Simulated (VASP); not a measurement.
# HfB2 (P6/mmm) in VASP: a series of runs

HfB2 is run at these levels: r2SCAN, PBE; tasks: single point.

Program: VASP 6.6.1. These are calculated values, not measurements. Logs are shortened: lines on timing, memory, paths and dates and some standing lists are left out, and cuts for length are marked.

## (1) The cell of the first run

It takes space group P6/mmm (No. 191, hexagonal). Conventional cell: a = 3.134 Å, b = 3.134 Å, c = 3.485 Å, α = 90.00°, β = 90.00°, γ = 120.00°. Hf (site symmetry 6/mmm) has 12 B at 2.51 Å and 6 Hf at 3.13 Å within 3.3 Å. B (site symmetry -6m2) has 3 B at 1.81 Å within 2.4 Å.

## (2) Single point, r2SCAN, collinear spin, ferromagnetic start

Input file POSCAR:

```
HfB2
1.0
    3.1344225689      0.0000000000      0.0000000000
   -1.5672112844      2.7144895708      0.0000000000
    0.0000000000      0.0000000000      3.4849518690
Hf B
1 2
Direct
    0.0000000000      0.0000000000      0.0000000000
    0.6666666667      0.3333333333      0.5000000000
    0.3333333333      0.6666666667      0.5000000000
```

Input file INCAR.step1:

```
SYSTEM = HfB2
PREC = Accurate ; ENCUT = 520
ISMEAR = 0 ; SIGMA = 0.02
LREAL = .FALSE. ; LASPH = .TRUE.
NELM = 150 ; ISPIN = 2
MAGMOM = 0.5 0 0 ; LMAXMIX = 4
NBANDS = 19 ; GGA = PE
ALGO = Normal ; EDIFF = 1E-4
LWAVE = .TRUE. ; LCHARG = .FALSE.
```

Input file INCAR.step2:

```
SYSTEM = HfB2
PREC = Accurate ; ENCUT = 520
EDIFF = 1E-6 ; ISMEAR = 0
SIGMA = 0.02 ; LREAL = .FALSE.
LASPH = .TRUE. ; NELM = 150
ALGO = Normal ; ISIF = 2
LWAVE = .FALSE. ; LCHARG = .FALSE.
ISPIN = 2 ; MAGMOM = 0.5 0 0
LORBIT = 11 ; LMAXMIX = 4
METAGGA = R2SCAN ; LMIXTAU = .TRUE.
NBANDS = 19 ; ISTART = 1
```

Input file KPOINTS:

```
Automatic mesh
0
G
  10 10 8
  0 0 0
```

Potentials or basis: VASP PAW PBE potentials, release 64 (Hf_pv, B).

On the command line:

```bash
$ cat potpaw_PBE.64/Hf_pv/POTCAR potpaw_PBE.64/B/POTCAR > POTCAR
$ cp INCAR.step1 INCAR
$ mpirun -np 1 vasp_std > vasp.out
$ cp INCAR.step2 INCAR
$ mpirun -np 1 vasp_std > vasp.out
```

OUTCAR:

```text
SYSTEM = HfB2
   PREC = Accurate
   ENCUT = 520
   EDIFF = 1E-6
   ISMEAR = 0
   LREAL = .FALSE.
   LASPH = .TRUE.
   NELM = 150
   ISIF = 2
   ISPIN = 2
   LORBIT = 11
   METAGGA = R2SCAN
   ISTART = 1

 ion  position               nearest neighbor table
   1  0.000  0.000  0.000-   2 2.51   3 2.51   2 2.51   3 2.51   3 2.51   3 2.51   2 2.51   2 2.51
                             2 2.51   2 2.51   3 2.51   3 2.51
   2  0.667  0.333  0.500-   3 1.81   3 1.81   3 1.81   1 2.51   1 2.51   1 2.51   1 2.51   1 2.51
                             1 2.51
   3  0.333  0.667  0.500-   2 1.81   2 1.81   2 1.81   1 2.51   1 2.51   1 2.51   1 2.51   1 2.51
                             1 2.51

  LATTYP: Found a hexagonal cell.
 ALAT       =     3.1344225689
 C/A-ratio  =     1.1118321772

  Lattice vectors:

 A1 = (   3.1344225689,   0.0000000000,   0.0000000000)
 A2 = (  -1.5672112844,   2.7144895708,   0.0000000000)
 A3 = (   0.0000000000,   0.0000000000,   3.4849518690)

Analysis of symmetry for initial positions (statically):
=====================================================================
 Subroutine PRICEL returns:
 Original cell was already a primitive cell.

 Routine SETGRP: Setting up the symmetry group for a
 hexagonal supercell.

 Subroutine GETGRP returns: Found 24 space group operations
 (whereof 24 operations were pure point group operations)
 out of a pool of 24 trial point group operations.

The static configuration has the point symmetry D_6h.

Analysis of symmetry for dynamics (positions and initial velocities):
=====================================================================
 Subroutine PRICEL returns:
 Original cell was already a primitive cell.

 Routine SETGRP: Setting up the symmetry group for a
 hexagonal supercell.

 Subroutine GETGRP returns: Found 24 space group operations
 (whereof 24 operations were pure point group operations)
 out of a pool of 24 trial point group operations.

The dynamic configuration has the point symmetry D_6h.

Analysis of structural, dynamic, and magnetic symmetry:
=====================================================================
 Subroutine PRICEL returns:
 Original cell was already a primitive cell.

 Routine SETGRP: Setting up the symmetry group for a
 hexagonal supercell.

 Subroutine GETGRP returns: Found 24 space group operations
 (whereof 24 operations were pure point group operations)
 out of a pool of 24 trial point group operations.

The overall configuration has the point symmetry D_6h.

 Subroutine INISYM returns: Found 24 space group operations
 (whereof 24 operations are pure point group operations),
 and found     1 'primitive' translations

----------------------------------------------------------------------------------------

                                     Primitive cell

  volume of cell :      29.6512

  direct lattice vectors                    reciprocal lattice vectors
     3.134422569  0.000000000  0.000000000     0.319038029  0.184196692  0.000000000
    -1.567211284  2.714489571  0.000000000     0.000000000  0.368393384  0.000000000
     0.000000000  0.000000000  3.484951869     0.000000000  0.000000000  0.286948009

  length of vectors
     3.134422569  3.134422569  3.484951869     0.368393384  0.368393384  0.286948009

  position of ions in fractional coordinates (direct lattice)
     0.000000000  0.000000000  0.000000000
     0.666666667  0.333333333  0.500000000
     0.333333333  0.666666667  0.500000000

  ion indices of the primitive-cell ions
   primitive index   ion index
                 1           1
                 2           2
                 3           3

----------------------------------------------------------------------------------------

 KPOINTS: Automatic mesh

Automatic generation of k-mesh.
 Grid dimensions read from file:
 generate k-points for:   10   10    8

 Generating k-lattice:

  Cartesian coordinates                     Fractional coordinates (reciprocal lattice)
     0.031903803  0.018419669  0.000000000     0.100000000 -0.000000000  0.000000000
     0.000000000  0.036839338  0.000000000     0.000000000  0.100000000  0.000000000
     0.000000000  0.000000000  0.035868501     0.000000000  0.000000000  0.125000000

  Length of vectors
     0.036839338  0.036839338  0.035868501

  Shift w.r.t. Gamma in fractional coordinates (k-lattice)
     0.000000000  0.000000000  0.000000000

 Subroutine IBZKPT returns following result:
 ===========================================

 Found     70 irreducible k-points:

 Following reciprocal coordinates:
            Coordinates               Weight
  0.000000  0.000000  0.000000      1.000000
  0.100000 -0.000000  0.000000      6.000000
  0.200000 -0.000000  0.000000      6.000000
  0.300000 -0.000000  0.000000      6.000000
  0.400000  0.000000  0.000000      6.000000
  0.500000 -0.000000  0.000000      3.000000
[... 16 lines left out ...]
  0.300000  0.100000  0.125000     24.000000
  0.400000  0.100000  0.125000     24.000000
 [... further k-points ...]
   k-points           NKPTS =     70   k-points in BZ     NKDIM =     70   number of bands    NBANDS=     19
   number of dos      NEDOS =    301   number of ions     NIONS =      3
   total plane-waves  NPLWV =  16128
   dimension x,y,z NGX =    24 NGY =   24 NGZ =   28
   dimension x,y,z NGXF=    48 NGYF=   48 NGZF=   56
   ions per type =               1   2
   NGX,Y,Z   is equivalent  to a cutoff of  12.73, 12.73, 13.36 a.u.
   NGXF,Y,Z  is equivalent  to a cutoff of  25.46, 25.46, 26.71 a.u.
 SYSTEM =  HfB2
   PREC   = accura    normal or accurate (medium, high low for compatibility)
   ISTART =      1    job   : 0-new  1-cont  2-samecut
   ICHARG =      0    charge: 1-file 2-atom 10-const
   ISPIN  =      2    spin polarized calculation?
   LNONCOLLINEAR =      F non collinear calculations
   LSORBIT =      F    spin-orbit coupling
   LASPH  =      T    aspherical Exc in radial PAW
   ENCUT  =  520.0 eV  38.22 Ry    6.18 a.u.   5.83  5.83  6.48*2*pi/ulx,y,z
   NELM   =    150;   NELMIN=  2; NELMDL=  0     # of ELM steps
   EDIFF  = 0.1E-05   stopping-criterion for ELM
   LREAL  =      F    real-space projection
   EDIFFG = 0.1E-04   stopping-criterion for IOM
   NSW    =      0    number of steps for IOM
   IBRION =     -1    ionic relax: 0-MD 1-quasi-New 2-CG
   NFREE  =      0    steps in history (QN), initial steepest desc. (CG)
   ISIF   =      2    stress and relaxation
   ISYM   =      2    0-nonsym 1-usesym 2-fastsym
   POTIM  = 0.5000    time-step for ionic-motion
   TEBEG  =    0.0;   TEEND  =   0.0 temperature during run
   PSTRESS=    0.0 pullay stress
   NELECT =      16.0000    total number of electrons
   NUPDOWN=      -1.0000    fix difference up-down
   EMIN   =  10.00;   EMAX   =-10.00  energy-range for DOS
   EFERMI =   0.00;   METHOD = LEGACY
   ISMEAR =     0;   SIGMA  =   0.02  broadening in eV -4-tet -1-fermi 0-gaus
   EFERMI_NEDOS =   21; number of points for ismear=-14 and -15
   IALGO  =     38    algorithm
   IMIX   =      4    mixing-type and parameters
     AMIX     =   0.40;   BMIX     =  1.00
     AMIX_MAG =   1.60;   BMIX_MAG =  1.00
  volume/ion in A,a.u.               =       9.88        66.70
  Fermi-wavevector in a.u.,A,eV,Ry     =   1.332807  2.518640 24.169049  1.776375
  Thomas-Fermi vector in A             =   2.461714
   LORBIT       =     11    0 simple, 1 ext, 2 COOP (PROOUT), +10 PAW based schemes
   METAGGA = R2SCAN    functional components
   LHFCALC =     F    Hartree Fock is set to
   AEXX    =    0.0000 exact exchange contribution
   IVDW    =     0    specifies the selected vdW correction
   LEPSILON=     F    determine dielectric tensor
   LRPA    =     F    only Hartree local field effects (RPA)
 spin polarized calculation
 Gauss-broadening in eV      SIGMA  =   0.02
  energy-cutoff  :      520.00
  volume of cell :       29.65
 maximum number of plane-waves:       816
 NGX is ok and might be reduce to    24
   NGX = 11   NGY = 11   NGZ = 13

 number of electron      15.9999997 magnetization      -0.0000002

 Free energy of the ion-electron system (eV)
  ---------------------------------------------------
  ext. energy  EPLUGINS =         0.00000000
  ---------------------------------------------------
  free energy    TOTEN  =       -63.08599956 eV

  energy without entropy =      -63.08576923  energy(sigma->0) =      -63.08588439

 E-fermi :   7.5863     XC(G=0): -13.5590

 val. band max:        7.5605473022   @ k =   0.3000   0.2000   0.0000
 cond. band min:       7.5869818688   @ k =   0.2000   0.2000   0.1250
 fundamental gap:      0.0264345666
 Fermi energy:         7.5863134434

 spin component 1

 k-point     1 :       0.0000    0.0000    0.0000
  band No.  band energies     occupation
      1     -24.1437      1.00000
      2     -23.6304      1.00000
      3     -23.6304      1.00000
      4      -6.9570      1.00000
      5       4.5998      1.00000
      6       4.6262      1.00000
[... 11 lines left out ...]
     18      19.8669      0.00000
     19      24.7018      0.00000
[... 485 lines left out ...]
 k-point    24 :       0.4000    0.1000    0.1250
  band No.  band energies     occupation
      1     -24.3799      1.00000
      2     -24.0366      1.00000
      3     -23.8534      1.00000
      4      -2.9418      1.00000
      5      -1.4883      1.00000
      6       2.7844      1.00000
[... 11 lines left out ...]
     18      22.3565      0.00000
     19      23.3138      0.00000

 [... further k-points ...]

 spin component 2

 k-point     1 :       0.0000    0.0000    0.0000
  band No.  band energies     occupation
      1     -24.1437      1.00000
      2     -23.6304      1.00000
      3     -23.6304      1.00000
      4      -6.9570      1.00000
      5       4.5998      1.00000
      6       4.6262      1.00000
[... 11 lines left out ...]
     18      19.8669      0.00000
     19      24.7018      0.00000
[... 485 lines left out ...]
 k-point    24 :       0.4000    0.1000    0.1250
  band No.  band energies     occupation
      1     -24.3799      1.00000
      2     -24.0366      1.00000
      3     -23.8534      1.00000
      4      -2.9418      1.00000
      5      -1.4883      1.00000
      6       2.7844      1.00000
[... 11 lines left out ...]
     18      22.3565      0.00000
     19      23.3138      0.00000

 [... further k-points ...]
[... 5 lines left out ...]
  --------------------------------------------------------------------------------------
  -------------------------------------------------------------------------------------
  Total       -0.1182954     -0.1182954     -0.1007183     -0.0000000      0.0000000      0.0000000
  in kB       -6.3919887     -6.3919887     -5.4422222     -0.0000000      0.0000000      0.0000000
  external PRESSURE =      -6.0753998 kB  Pullay stress =       0.0000000 kB

 VOLUME and BASIS-vectors are now :
 -----------------------------------------------------------------------------
  energy-cutoff  :      520.00
  volume of cell :       29.65
      direct lattice vectors                 reciprocal lattice vectors
     3.134422569  0.000000000  0.000000000     0.319038029  0.184196692  0.000000000
    -1.567211284  2.714489571  0.000000000     0.000000000  0.368393384  0.000000000
     0.000000000  0.000000000  3.484951869     0.000000000  0.000000000  0.286948009

 POSITION                                       TOTAL-FORCE (eV/Angst)
 -----------------------------------------------------------------------------------
      0.00000      0.00000      0.00000         0.000000      0.000000     -0.000000
      1.56721      0.90483      1.74248        -0.000000      0.000000      0.000000
     -0.00000      1.80966      1.74248         0.000000     -0.000000     -0.000000
 -----------------------------------------------------------------------------------
    total drift:                               -0.000000      0.000000     -0.000000

  FREE ENERGIE OF THE ION-ELECTRON SYSTEM (eV)
  ---------------------------------------------------
  free  energy   TOTEN  =       -63.0859995551 eV

  energy  without entropy=      -63.0857692305  energy(sigma->0) =      -63.08588439

 total charge

# of ion       s       p       d       tot
------------------------------------------
    1        0.302   6.593   1.821   8.716
    2        0.678   1.277   0.000   1.955
    3        0.678   1.277   0.000   1.955
--------------------------------------------------
tot          1.658   9.147   1.821  12.626

 magnetization (x)

# of ion       s       p       d       tot
------------------------------------------
    1       -0.000  -0.000  -0.000  -0.000
    2        0.000   0.000   0.000   0.000
    3        0.000   0.000   0.000   0.000
--------------------------------------------------
tot          0.000  -0.000  -0.000  -0.000
```

Run time: 2.3 min. Hardware: 1 thread of Intel Xeon 6975P-C, shared host; peak memory 0.21 GiB.

Results:

- Free energy: -63.0860 eV
- Pressure: -0.6 GPa
- Band gap on the k mesh: zero (filled and empty bands overlap)
- Net moment: 0.00 μB per cell
- Valence electrons inside the program's atomic spheres: Hf 8.72; B 1.96

Caveat: the PAW data sets were made with another functional, which shifts forces and pressure a little; spin-orbit coupling is left out, which moves the levels of the heavy elements.

(Part 1 of 2 ends here.)
